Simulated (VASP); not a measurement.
# CoNi3Ge4 (R3) in VASP: relaxation of cell and atoms with PBE

Aim: the relaxation of cell and atoms of CoNi3Ge4 with PBE.

All numbers are computed with VASP 6.6.1; they aren't measurements. Logs are shortened: lines on timing, memory, paths and dates and some standing lists are left out, and cuts for length are marked.

## Step 1: The cell of the first run

It takes space group R3 (No. 146, trigonal). The conventional cell has a = 6.932 Å, b = 6.932 Å, c = 8.489 Å, α = 90.00°, β = 90.00°, γ = 120.00°. Within 3.3 Å of Co (site symmetry 3) lie 7 Ge at 2.52 to 2.75 Å and 6 Ni at 3.01 Å. Within 3.3 Å of Ni (site symmetry 1) lie 7 Ge at 2.52 to 2.75 Å and 4 Ni at 3.01 Å and 2 Co at 3.01 Å. Ge (site symmetry 1) has 5 Ni at 2.52 to 2.75 Å and 2 Co at 2.54 to 2.75 Å and 6 Ge at 3.04 Å within 3.3 Å. Within 3.3 Å of Ge (site symmetry 3) lie 1 Co at 2.52 Å and 6 Ni at 2.54 to 2.75 Å and 6 Ge at 3.04 Å.

## Step 2: Relaxation of cell and atoms, PBE, collinear spin, ferromagnetic start

File INCAR:

```
SYSTEM = CoNi3Ge4
PREC     = Accurate       ! precision mode
ENCUT    = 600            ! plane-wave cutoff, eV
EDIFF    = 1E-7           ! SCF threshold, eV
ISMEAR   = 0              ! smearing method
SIGMA    = 0.1            ! smearing width, eV
LREAL    = .FALSE.        ! projectors in reciprocal space
LASPH    = .TRUE.         ! aspherical terms in the spheres
NELM     = 200            ! most SCF steps
ALGO     = Normal         ! electronic algorithm
ISIF     = 3              ! what is computed and relaxed
LWAVE    = .FALSE.        ! write WAVECAR
LCHARG   = .FALSE.        ! write CHGCAR
ISPIN    = 2              ! spin polarisation
MAGMOM   = 3 2 2 2 0 0 0 0 ! initial moments
LORBIT   = 11             ! projections on sites
LMAXMIX  = 4              ! l up to which the mixer works
GGA      = PE             ! functional
IBRION   = 2              ! ionic algorithm
NSW      = 90             ! ionic steps
EDIFFG   = -0.04          ! ionic threshold
GGA_COMPAT= .FALSE.      
NELMIN   = 4
```

File KPOINTS:

```
Automatic mesh
0
G
  4 4 4
  0 0 0
```

File POSCAR:

```
CoNi3Ge4
1.0
    3.4657539300      2.0009539700      2.8297762400
   -3.4657539300      2.0009539700      2.8297762400
    0.0000000000     -4.0019079300      2.8297762400
Co Ni Ge
1 3 4
Direct
    0.8631693800      0.8631693800      0.8631693800
    0.6368306200      0.3631693800      0.1368306200
    0.3631693800      0.1368306200      0.6368306200
    0.1368306200      0.6368306200      0.3631693800
    0.3398082300      0.6601917700      0.8398082300
    0.6601917700      0.8398082300      0.3398082300
    0.1601917700      0.1601917700      0.1601917700
    0.8398082300      0.3398082300      0.6601917700
```

Potentials or basis: VASP PAW PBE potentials, release 64 (Co, Ni, Ge_d).

On the command line:

```bash
$ cat potpaw_PBE.64/Co/POTCAR potpaw_PBE.64/Ni/POTCAR potpaw_PBE.64/Ge_d/POTCAR > POTCAR
$ mpirun -np 1 vasp_std > vasp.out
```

OUTCAR:

```text
SYSTEM = CoNi3Ge4
   PREC = Accurate
   ENCUT = 600
   EDIFF = 1E-7
   ISMEAR = 0
   LREAL = .FALSE.
   LASPH = .TRUE.
   NELM = 200
   ISIF = 3
   ISPIN = 2
   LORBIT = 11
   GGA = PE
   IBRION = 2
   NSW = 90
   EDIFFG = -0.04
   NELMIN = 4

 ion  position               nearest neighbor table
   1  0.863  0.863  0.863-   7 2.52   5 2.54   6 2.54   8 2.54   6 2.75   8 2.75   5 2.75   3 3.01
                             2 3.01   4 3.01   4 3.01   2 3.01   3 3.01
   2  0.637  0.363  0.137-   5 2.52   8 2.54   6 2.54   7 2.54   7 2.75   6 2.75   8 2.75   4 3.01
                             1 3.01   3 3.01   3 3.01   1 3.01   4 3.01
   3  0.363  0.137  0.637-   6 2.52   7 2.54   5 2.54   8 2.54   8 2.75   7 2.75   5 2.75   1 3.01
                             4 3.01   2 3.01   2 3.01   1 3.01   4 3.01
   4  0.137  0.637  0.363-   8 2.52   6 2.54   5 2.54   7 2.54   5 2.75   7 2.75   6 2.75   2 3.01
                             3 3.01   1 3.01   1 3.01   3 3.01   2 3.01
   5  0.340  0.660  0.840-   2 2.52   1 2.54   3 2.54   4 2.54   4 2.75   3 2.75   1 2.75
   6  0.660  0.840  0.340-   3 2.52   4 2.54   1 2.54   2 2.54   2 2.75   1 2.75   4 2.75
   7  0.160  0.160  0.160-   1 2.52   3 2.54   4 2.54   2 2.54   2 2.75   3 2.75   4 2.75
   8  0.840  0.340  0.660-   4 2.52   2 2.54   1 2.54   3 2.54   3 2.75   2 2.75   1 2.75

  LATTYP: Found a simple cubic cell.
 ALAT       =     4.9013162173

  Lattice vectors:

 A1 = (   3.4657539300,   2.0009539700,   2.8297762400)
 A2 = (  -3.4657539300,   2.0009539700,   2.8297762400)
 A3 = (   0.0000000000,  -4.0019079300,   2.8297762400)

Analysis of symmetry for initial positions (statically):
=====================================================================
 Subroutine PRICEL returns:
 Original cell was already a primitive cell.

 Routine SETGRP: Setting up the symmetry group for a
 simple cubic supercell.

 Subroutine GETGRP returns: Found  3 space group operations
 (whereof  3 operations were pure point group operations)
 out of a pool of 48 trial point group operations.

The static configuration has the point symmetry C_3 .

Analysis of symmetry for dynamics (positions and initial velocities):
=====================================================================
 Subroutine PRICEL returns:
 Original cell was already a primitive cell.

 Routine SETGRP: Setting up the symmetry group for a
 simple cubic supercell.

 Subroutine GETGRP returns: Found  3 space group operations
 (whereof  3 operations were pure point group operations)
 out of a pool of 48 trial point group operations.

The dynamic configuration has the point symmetry C_3 .

Analysis of structural, dynamic, and magnetic symmetry:
=====================================================================
 Subroutine PRICEL returns:
 Original cell was already a primitive cell.

 Routine SETGRP: Setting up the symmetry group for a
 simple cubic supercell.

 Subroutine GETGRP returns: Found  3 space group operations
 (whereof  3 operations were pure point group operations)
 out of a pool of 48 trial point group operations.

The overall configuration has the point symmetry C_3 .

 Subroutine INISYM returns: Found  3 space group operations
 (whereof  3 operations are pure point group operations),
 and found     1 'primitive' translations

----------------------------------------------------------------------------------------

                                     Primitive cell

  volume of cell :     117.7438

  direct lattice vectors                    reciprocal lattice vectors
     3.465753930  2.000953970  2.829776240     0.144268754  0.083293604  0.117794944
    -3.465753930  2.000953970  2.829776240    -0.144268754  0.083293604  0.117794944
     0.000000000 -4.001907930  2.829776240     0.000000000 -0.166587207  0.117794944

  length of vectors
     4.901316217  4.901316217  4.901316216     0.204026828  0.204026828  0.204026828

  position of ions in fractional coordinates (direct lattice)
     0.863169380  0.863169380  0.863169380
     0.636830620  0.363169380  0.136830620
     0.363169380  0.136830620  0.636830620
     0.136830620  0.636830620  0.363169380
     0.339808230  0.660191770  0.839808230
     0.660191770  0.839808230  0.339808230
     0.160191770  0.160191770  0.160191770
     0.839808230  0.339808230  0.660191770
[... 96 lines left out ...]
   LORBIT       =     11    0 simple, 1 ext, 2 COOP (PROOUT), +10 PAW based schemes
   GGA     = PE    functional components
   LHFCALC =     F    Hartree Fock is set to
   AEXX    =    0.0000 exact exchange contribution
   IVDW    =     0    specifies the selected vdW correction
   LEPSILON=     F    determine dielectric tensor
   LRPA    =     F    only Hartree local field effects (RPA)
 conjugate gradient relaxation of ions
 spin polarized calculation
 Gauss-broadening in eV      SIGMA  =   0.10
  energy-cutoff  :      600.00
  volume of cell :      117.74
 maximum number of plane-waves:      3952
   NGX = 19   NGY = 19   NGZ = 19

--------------------------------------- Ionic step        1  -------------------------------------------

 number of electron      95.0000011 magnetization       0.0006933

 Free energy of the ion-electron system (eV)
  ---------------------------------------------------
  ext. energy  EPLUGINS =         0.00000000
  ---------------------------------------------------
  free energy    TOTEN  =       -42.31619998 eV

  energy without entropy =      -42.28824086  energy(sigma->0) =      -42.30222042

------------------------ aborting loop because EDIFF is reached ----------------------------------------

  FORCE on cell =-STRESS in cart. coord.  units (eV):
  Direction    XX          YY          ZZ          XY          YZ          ZX
  --------------------------------------------------------------------------------------
  -------------------------------------------------------------------------------------
  Total       -9.1620467     -9.1620467     -9.5475431     -0.0000001     -0.0000000      0.0000000
  in kB     -124.6708479   -124.6708482   -129.9164196     -0.0000020     -0.0000002      0.0000000
  external PRESSURE =    -126.4193719 kB  Pullay stress =       0.0000000 kB
[... 31 lines left out ...]
 number of electron      95.0000026 magnetization       0.0000039

 number of electron      95.0000026 magnetization      -0.0000036

 E-fermi :  10.4859     XC(G=0): -13.0567

 val. band max:       10.4556991312   @ k =   0.5000   0.2500   0.0000
 cond. band min:      10.5410971109   @ k =   0.5000   0.0000   0.0000
 fundamental gap:      0.0853979797
 Fermi energy:        10.4859280611

 spin component 1

 k-point     1 :       0.0000    0.0000    0.0000
  band No.  band energies     occupation
      1     -14.7588      1.00000
      2     -14.7588      1.00000
      3     -14.7194      1.00000
      4     -14.7180      1.00000
      5     -14.7180      1.00000
      6     -14.6863      1.00000
[... 1728 lines left out ...]
     58      18.1082      0.00000
     59      18.1588      0.00000
 [bands above 59 left out]

------------------------ aborting loop because EDIFF is reached ----------------------------------------

  FORCE on cell =-STRESS in cart. coord.  units (eV):
  Direction    XX          YY          ZZ          XY          YZ          ZX
  --------------------------------------------------------------------------------------
  -------------------------------------------------------------------------------------
  Total        5.6701980      5.6701980      5.4066289     -0.0000003      0.0000000      0.0000000
  in kB       91.7255098     91.7255100     87.4618129     -0.0000052      0.0000001      0.0000000
  external PRESSURE =      90.3042775 kB  Pullay stress =       0.0000000 kB
[... 67 lines left out ...]
  FREE ENERGIE OF THE ION-ELECTRON SYSTEM (eV)
  ---------------------------------------------------
  free  energy   TOTEN  =       -42.9019381945 eV

  energy  without entropy=      -42.8798102893  energy(sigma->0) =      -42.89087424

[... ionic steps 4 to 9 ...]

--------------------------------------- Ionic step       10  -------------------------------------------

 number of electron      94.9999989 magnetization       0.0000000

 number of electron      94.9999989 magnetization      -0.0000001
[... 83 lines left out ...]
 number of electron      94.9999995 magnetization      -0.0000000

 number of electron      94.9999995 magnetization       0.0000000

 Free energy of the ion-electron system (eV)
  ---------------------------------------------------
  ext. energy  EPLUGINS =         0.00000000
  ---------------------------------------------------
  free energy    TOTEN  =       -42.91041105 eV

  energy without entropy =      -42.88689887  energy(sigma->0) =      -42.89865496

 E-fermi :   9.7144     XC(G=0): -12.7691

 val. band max:        9.7081078440   @ k =   0.5000   0.2500   0.0000
 cond. band min:       9.7685238591   @ k =   0.5000   0.0000   0.0000
 fundamental gap:      0.0604160151
 Fermi energy:         9.7144220081

 spin component 1

 k-point     1 :       0.0000    0.0000    0.0000
  band No.  band energies     occupation
      1     -15.4125      1.00000
      2     -15.4125      1.00000
      3     -15.3737      1.00000
      4     -15.3737      1.00000
      5     -15.3696      1.00000
      6     -15.3428      1.00000
[... 1728 lines left out ...]
     58      17.1675      0.00000
     59      17.2115      0.00000
 [bands above 59 left out]

------------------------ aborting loop because EDIFF is reached ----------------------------------------

  FORCE on cell =-STRESS in cart. coord.  units (eV):
  Direction    XX          YY          ZZ          XY          YZ          ZX
  --------------------------------------------------------------------------------------
  -------------------------------------------------------------------------------------
  Total        0.0624084      0.0624084      0.0276454     -0.0000002      0.0000000     -0.0000000
  in kB        0.9593600      0.9593600      0.4249727     -0.0000026      0.0000000     -0.0000000
  external PRESSURE =       0.7812309 kB  Pullay stress =       0.0000000 kB
[... 23 lines left out ...]
  FREE ENERGIE OF THE ION-ELECTRON SYSTEM (eV)
  ---------------------------------------------------
  free  energy   TOTEN  =       -42.9104110474 eV

  energy  without entropy=      -42.8868988670  energy(sigma->0) =      -42.89865496

 reached required accuracy - stopping structural energy minimisation

 total charge

# of ion       s       p       d       tot
------------------------------------------
    1        0.363   0.442   7.500   8.305
    2        0.399   0.471   8.473   9.342
    3        0.399   0.471   8.473   9.342
    4        0.399   0.471   8.473   9.342
    5        1.138   1.154  10.094  12.386
    6        1.138   1.154  10.094  12.386
    7        1.142   1.151  10.096  12.390
    8        1.138   1.154  10.094  12.386
--------------------------------------------------
tot          6.116   6.467  73.298  85.881

 magnetization (x)

# of ion       s       p       d       tot
------------------------------------------
    1        0.000  -0.000   0.000   0.000
    2       -0.000   0.000  -0.000  -0.000
    3       -0.000   0.000  -0.000  -0.000
    4       -0.000   0.000  -0.000  -0.000
    5        0.000  -0.000   0.000   0.000
    6        0.000  -0.000   0.000   0.000
    7       -0.000   0.000   0.000   0.000
    8        0.000  -0.000   0.000   0.000
--------------------------------------------------
tot         -0.000   0.000   0.000   0.000
```

Wall time 72 min (1 thread of Intel Xeon 8259CL, shared host); peak memory 0.41 GiB.

Results:

- Free energy: -42.9104 eV
- Relaxed volume: 13.03 Å³/atom
- Relaxed cell: a = 4.706 Å, b = 4.706 Å, c = 4.706 Å, α = 90.21°, β = 90.21°, γ = 90.21°
- Space group after relaxing (to 0.1 Å): R3 (No. 146)
- Energy gained by relaxing: 74.3 meV/atom
- Ionic steps: 12
- Pressure after relaxing: 0.1 GPa
- Largest force after relaxing: 0.025 eV/Å
- Net moment: 0.00 μB per cell
- Valence electrons inside the program's atomic spheres: Co 8.30; Ni 9.34; Ge 12.39

Forces on the atoms (eV/Å):
```
Co   0.000  0.000 -0.010
Ni   0.013 -0.012  0.016
Ni  -0.017 -0.005  0.016
Ni   0.004  0.017  0.016
Ge  -0.007  0.006 -0.005
Ge   0.009  0.003 -0.005
Ge   0.000  0.000 -0.025
Ge  -0.002 -0.009 -0.005
```

Step by step:
```tsv
step	energy change (eV)	largest force (eV/Å)	pressure (GPa)	volume (Å³)
1	0.0000	0.2960	-12.64	117.74
2	-0.4353	0.2339	9.03	99.04
3	-0.5857	0.1842	-0.11	104.67
4	-0.5856	0.1862	0.28	104.42
5	-0.5888	0.0847	0.29	104.36
6	-0.5903	0.1486	0.34	104.21
7	-0.5907	0.1147	0.32	104.26
8	-0.5922	0.0573	-0.42	104.71
9	-0.5922	0.0603	-0.39	104.69
10	-0.5935	0.0421	-0.09	104.41
11	-0.5936	0.0660	0.00	104.32
12	-0.5942	0.0245	0.08	104.23
```

Final structure:
```
Co Ni Ge
1.0
     3.33367    1.92470    2.70730
    -3.33367    1.92470    2.70730
     0.00000   -3.84939    2.70730
Co Ni Ge
1 3 4
Direct
  0.86201 0.86201 0.86201
  0.63731 0.35926 0.14010
  0.35926 0.14010 0.63731
  0.14010 0.63731 0.35926
  0.34153 0.66128 0.84128
  0.66128 0.84128 0.34153
  0.15723 0.15723 0.15723
  0.84128 0.34153 0.66128
```

Levels at points of the mesh, in eV from the Fermi level:
Spin up:
```
           k point  band 44  band 45  band 46  band 47  band 48  band 49  band 50  band 51
(0.00, 0.00, 0.00)    -1.34    -1.15    -0.76    -0.76     0.79     0.79     1.05     1.91
(0.50, 0.00, 0.00)    -1.33    -1.24    -1.15    -0.11     0.05     0.09     0.17     2.59
(0.50, 0.50, 0.00)    -1.40    -0.83    -0.77    -0.68    -0.33     0.34     0.59     1.06
(0.50, 0.50, 0.50)    -1.50    -1.26    -1.13    -0.78    -0.78     3.64     3.66     3.66
```
Spin down:
```tsv
k point	band 43	band 44	band 45	band 46	band 47	band 48	band 49	band 50	band 51	band 52
(0.00, 0.00, 0.00)	-1.34	-1.34	-1.15	-0.76	-0.76	0.79	0.79	1.05	1.91	1.91
(0.50, 0.00, 0.00)	-1.39	-1.33	-1.24	-1.15	-0.11	0.05	0.09	0.17	2.59	2.77
(0.50, 0.50, 0.00)	-1.72	-1.40	-0.83	-0.77	-0.68	-0.33	0.34	0.59	1.06	1.28
(0.50, 0.50, 0.50)	-1.55	-1.50	-1.26	-1.13	-0.78	-0.78	3.64	3.66	3.66	3.72
```
